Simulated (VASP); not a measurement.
# C (I4_1/amd) in VASP: a series of runs, part 2 of 2

VASP 6.6.1. Earlier steps stand in the parts before.

### Step 3. Single point, LDA

The input, INCAR:

```
SYSTEM = C
PREC = Accurate
ENCUT = 1300
EDIFF = 1E-6
ISMEAR = 0
SIGMA = 0.05
LREAL = .False.
LASPH = .True.
NELM = 120
ALGO = Normal
ISIF = 2
LWAVE = .False.
LCHARG = .True.
LELF = .True.
LVHAR = .True.
NBANDS = 11
GGA_COMPAT = .False.
```

The input, KPOINTS:

```
Automatic mesh
0
Gamma
  12 12 12
  0 0 0
```

The input, POSCAR:

```
C
1.0
    0.0000000000      1.7503196182      1.7966710835
    1.7503196182      0.0000000000      1.7966710835
    1.7503196182      1.7503196182      0.0000000000
C
2
Direct
    0.5000000000      0.5000000000      0.5000000000
    0.7500000000      0.7500000000      0.7500000000
```

Potentials or basis: VASP PAW LDA potentials, release 64 (C_h).

Command:

```console
$ cat potpaw_LDA.64/C_h/POTCAR > POTCAR
$ mpirun -np 1 vasp_std > vasp.out
```

OUTCAR:

```text
SYSTEM = C
   PREC = Accurate
   ENCUT = 1300
   EDIFF = 1E-6
   ISMEAR = 0
   LREAL = .False.
   LASPH = .True.
   NELM = 120
   ISIF = 2

 ion  position               nearest neighbor table
   1  0.500  0.500  0.500-
   2  0.750  0.750  0.750-

  LATTYP: Found a body centered tetragonal cell.
 ALAT       =     2.4753257425
 C/A-ratio  =     1.4516643629

  Lattice vectors:

 A1 = (  -1.7503196182,   0.0000000000,   1.7966710835)
 A2 = (   1.7503196182,   0.0000000000,   1.7966710835)
 A3 = (   0.0000000000,   1.7503196182,  -1.7966710835)

Analysis of symmetry for initial positions (statically):
=====================================================================
 Subroutine PRICEL returns:
 Original cell was already a primitive cell.

 Routine SETGRP: Setting up the symmetry group for a
 body centered tetragonal supercell.

 Subroutine GETGRP returns: Found 16 space group operations
 (whereof  8 operations were pure point group operations)
 out of a pool of 16 trial point group operations.

The static configuration has the point symmetry D_2d.
 The point group associated with its full space group is D_4h.

Analysis of symmetry for dynamics (positions and initial velocities):
=====================================================================
 Subroutine PRICEL returns:
 Original cell was already a primitive cell.

 Routine SETGRP: Setting up the symmetry group for a
 body centered tetragonal supercell.

 Subroutine GETGRP returns: Found 16 space group operations
 (whereof  8 operations were pure point group operations)
 out of a pool of 16 trial point group operations.

The dynamic configuration has the point symmetry D_2d.
 The point group associated with its full space group is D_4h.

 Subroutine INISYM returns: Found 16 space group operations
 (whereof  8 operations are pure point group operations),
[... 115 lines left out ...]
     AMIX     =   0.40;   BMIX     =  1.00
     AMIX_MAG =   1.60;   BMIX_MAG =  1.00
  volume/ion in A,a.u.               =       5.50        37.14
  Fermi-wavevector in a.u.,A,eV,Ry     =   1.471839  2.781373 29.474450  2.166311
  Thomas-Fermi vector in A             =   2.586927
   LORBIT       =      0    0 simple, 1 ext, 2 COOP (PROOUT), +10 PAW based schemes
   GGA     = CA    functional components
   LHFCALC =     F    Hartree Fock is set to
   AEXX    =    0.0000 exact exchange contribution
   IVDW    =     0    specifies the selected vdW correction
   LEPSILON=     F    determine dielectric tensor
   LRPA    =     F    only Hartree local field effects (RPA)
 non-spin polarized calculation
 Gauss-broadening in eV      SIGMA  =   0.05
  energy-cutoff  :     1300.00
  volume of cell :       11.01
 maximum number of plane-waves:      1195
 NGX is ok and might be reduce to    30
   NGX = 15   NGY = 15   NGZ = 15

 number of electron       8.0000000 magnetization

 Free energy of the ion-electron system (eV)
  ---------------------------------------------------
  ext. energy  EPLUGINS =         0.00000000
  ---------------------------------------------------
  free energy    TOTEN  =       -20.25221809 eV

  energy without entropy =      -20.25221809  energy(sigma->0) =      -20.25221809

 E-fermi :  11.7099     XC(G=0): -13.7999

 val. band max:       11.4830809076   @ k =   0.0000   0.0000   0.0000
 cond. band min:      15.3469678980   @ k =   0.3333   0.0000   0.3333
 fundamental gap:      3.8638869905
 Fermi energy:        11.7099220492

 k-point     1 :       0.0000    0.0000    0.0000
  band No.  band energies     occupation
      1     -10.3783      2.00000
      2      11.0692      2.00000
      3      11.4831      2.00000
      4      11.4831      2.00000
      5      16.8719      0.00000
      6      16.8719      0.00000
      7      17.1947      0.00000
      8      25.5733      0.00000
      9      30.7564      0.00000
     10      37.4975      0.00000
     11      38.0477      0.00000
[... 309 lines left out ...]
 k-point    24 :      -0.4167    0.1667    0.0000
  band No.  band energies     occupation
      1      -3.9385      2.00000
      2      -1.5147      2.00000
      3       5.5065      2.00000
      4       7.9273      2.00000
      5      19.2709      0.00000
      6      21.7321      0.00000
      7      22.7601      0.00000
      8      27.0202      0.00000
      9      31.0051      0.00000
     10      35.7830      0.00000
     11      36.0880      0.00000

 [... further k-points ...]
[... 5 lines left out ...]
  --------------------------------------------------------------------------------------
  -------------------------------------------------------------------------------------
  Total        0.6641826      0.6641826     -1.0984069      0.0000000      0.0000000      0.0000000
  in kB       96.6640047     96.6640047   -159.8602736      0.0000000      0.0000000      0.0000000
  external PRESSURE =      11.1559119 kB  Pullay stress =       0.0000000 kB

 VOLUME and BASIS-vectors are now :
 -----------------------------------------------------------------------------
  energy-cutoff  :     1300.00
  volume of cell :       11.01
      direct lattice vectors                 reciprocal lattice vectors
     0.000000000  1.750319618  1.796671083    -0.285662113  0.285662113  0.278292451
     1.750319618  0.000000000  1.796671083     0.285662113 -0.285662113  0.278292451
     1.750319618  1.750319618  0.000000000     0.285662113  0.285662113 -0.278292451

 POSITION                                       TOTAL-FORCE (eV/Angst)
 -----------------------------------------------------------------------------------
      1.75032      1.75032      1.79667         0.000000      0.000000     -0.000000
      2.62548      2.62548      2.69501        -0.000000     -0.000000      0.000000
 -----------------------------------------------------------------------------------
    total drift:                                0.000000     -0.000000     -0.000000

  FREE ENERGIE OF THE ION-ELECTRON SYSTEM (eV)
  ---------------------------------------------------
  free  energy   TOTEN  =       -20.2522180901 eV

  energy  without entropy=      -20.2522180901  energy(sigma->0) =      -20.25221809
```

stdout:

```text
POSCAR found type information on POSCAR C
 POSCAR found :  1 types and       2 ions
 scaLAPACK will be used
 LDA part: xc-table for (Slater(with rela. corr.)+CA(PZ))
 , standard interpolation
 POSCAR, INCAR and KPOINTS ok, starting setup
 FFT: planning ... GRIDC
 FFT: planning ... GRID_SOFT
 FFT: planning ... GRID
 WAVECAR not read
 entering main loop
```

Run time: 24 s. Hardware: 1 thread of Intel Xeon 6975P-C (Granite Rapids), shared host; peak memory 0.18 GiB.

Results:

```yaml
Free_energy: -20.2522 eV
Pressure: 1.1 GPa
Band_gap_on_the_k_mesh: 3.86 eV (least direct gap 5.39 eV)
```

Caveat: the cell differs from its parent crystal (strain +e along x and -e along y +0.0000, strain +e along z and -e/2 along x and y +0.0175); the stress differs along the axes, from -16 to 10 GPa. A k mesh can miss the band edges.

### Step 4. Single point, LDA

The input, INCAR:

```
SYSTEM = C
ALGO = Normal
EDIFF = 1E-6
ENCUT = 1300
GGA_COMPAT = .False.
ISIF = 2
ISMEAR = 0
LASPH = .True.
LCHARG = .False.
LREAL = .False.
LWAVE = .False.
NBANDS = 11
NELM = 120
PREC = Accurate
SIGMA = 0.05
```

The input, KPOINTS:

```
k-points
0
Gamma
  12 12 12
  0 0 0
```

The input, POSCAR:

```
C
1.0
    0.0000000000      1.7348691297      1.8275720603
    1.7348691297      0.0000000000      1.8275720603
    1.7348691297      1.7348691297      0.0000000000
C
2
Direct
    0.5000000000      0.5000000000      0.5000000000
    0.7500000000      0.7500000000      0.7500000000
```

Command:

```console
$ cat potpaw_LDA.64/C_h/POTCAR > POTCAR
$ mpirun -np 1 vasp_std > vasp.out
```

Run time: 24 s. Hardware: 1 thread of Intel Xeon 6975P-C (Granite Rapids), shared host; peak memory 0.18 GiB.

Results (log left out):

| Item | Value |
| --- | --- |
| Free energy | -20.2059 eV |
| Pressure | 1.5 GPa |
| Band gap on the k mesh | 3.54 eV (least direct gap 5.16 eV) |

Stress tensor (GPa, compression positive):
```
 18.95   0.00   0.00
  0.00  18.95   0.00
  0.00   0.00 -33.47
```

Levels at points of the mesh, in eV from the valence-band top:
| k point | band 2 | band 3 | band 4 | band 5 | band 6 | band 7 |
| --- | --- | --- | --- | --- | --- | --- |
| (0.00, 0.00, 0.00) | -0.85 | 0.00 | 0.00 | 5.16 | 5.16 | 5.80 |
| (0.50, 0.00, 0.00) | -13.98 | -3.64 | -2.65 | 7.42 | 8.46 | 9.72 |
| (0.50, 0.50, 0.00) | -13.66 | -6.22 | -6.22 | 5.34 | 5.34 | 16.59 |
| (0.50, 0.00, 0.50) | -12.82 | -7.00 | -7.00 | 4.10 | 4.10 | 16.74 |

Caveat: the cell differs from its parent crystal (strain +e along x and -e along y +0.0000, strain +e along z and -e/2 along x and y +0.0350); the stress differs along the axes, from -33 to 19 GPa. A k mesh can miss the band edges.

### Step 5. The runs side by side

| cell | gap on the mesh (eV) | pressure (GPa) |
| --- | --- | --- |
| a = 2.486, b = 2.486, c = 2.519 Å, angles 59.6, 59.6, 60.9°, 2 atoms | 3.53 | 1.1 |
| a = 2.508, b = 2.508, c = 2.475 Å, angles 60.4, 60.4, 59.1°, 2 atoms | 3.86 | 1.1 |
| a = 2.520, b = 2.520, c = 2.453 Å, angles 60.9, 60.9, 58.3°, 2 atoms | 3.54 | 1.5 |

Alike in all rows: task single point; level LDA; potentials or basis VASP PAW LDA potentials, release 64 (C_h); no spin polarisation; k mesh 12 × 12 × 12; cutoff (eV) 1300; smearing gaussian 0.05 eV.

Caveats: the stress differs along the axes, from -7 to 17 GPa (at least some runs); the stress differs along the axes, from -16 to 10 GPa (at least some runs); the stress differs along the axes, from -33 to 19 GPa (at least some runs).

Total energies depend on the potentials used, so only differences within one code and one set of settings carry meaning.
